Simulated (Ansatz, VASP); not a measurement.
**Ti: VASP beside Ansatz**

File INCAR:

```
PREC = Accurate ; ENCUT = 520
EDIFF = 1E-8 ; ISMEAR = -1
SIGMA = 0.05 ; LREAL = F
LASPH = T ; NELM = 100
ALGO = Normal ; ISIF = 2
LWAVE = F ; LCHARG = F
GGA = PS ; LEFG = T
NBANDS = 19
```

KPOINTS

```
Automatic mesh
0
Gamma
  14 14 8
```

The input POSCAR:

```
Ti
1.0
    2.9499978604      0.0000000000      0.0000000000
   -1.4749989302      2.5547730882      0.0000000000
    0.0000000000      0.0000000000      4.5922800000
Ti
2
Direct
    0.3333333333      0.6666666667      0.2500000000
    0.6666666667      0.3333333333      0.7500000000
```

Input for Ansatz:

```yaml
crystal:
  lattice:
    - [2.9499978604, 0.0, 0.0]
    - [-1.4749989302, 2.5547730882, 0.0]
    - [0.0, 0.0, 4.59228]
  atoms:
    - { symbol: Ti, position: [0.3333333333, 0.6666666667, 0.25] }
    - { symbol: Ti, position: [0.6666666667, 0.3333333333, 0.75] }
kpoints:
  mp_grid: { grid: [14, 14, 8] }
scf:
  occupations: { method: fermi_dirac, width: 0.05 }
hamiltonian:
  xc: pbesol
  pseudopotentials: { kind: all_electron, datasets: crystal }
output:
  forces: true
  stress: true
  eigenvalues: true
  efg: { contact_densities: true }
```

Change from the starting cell: zz strain of -2 %, crystal datasets.

Alike in both runs: task electric field gradients; functional PBEsol; k mesh 14 × 14 × 8; occupations fermi-dirac, width 0.05 eV; no spin polarisation.

|  | VASP | Ansatz |
| --- | --- | --- |
| version | VASP 6.6.1 | Ansatz 0.2.0 |
| potentials or method | VASP PAW PBE potentials, release 64 (Ti_sv), cutoff 520 eV | all-electron PAW with datasets made for the crystal, scalar-relativistic |

|  | VASP | Ansatz | Ansatz less VASP |
| --- | --- | --- | --- |
| pressure (GPa) | -4.0 | -3.8 | +0.23 |
| traceless stress, the component that is largest in VASP (GPa) | 1.05 | 1.06 | +0.012 |
| size of Vzz on the site where it differs most (V/Å²) | 21.8 | 23.5 | +1.68 |

VASP's potentials were made for PBE, not for PBEsol. Ansatz ran all-electron here, and VASP with PAW potentials.
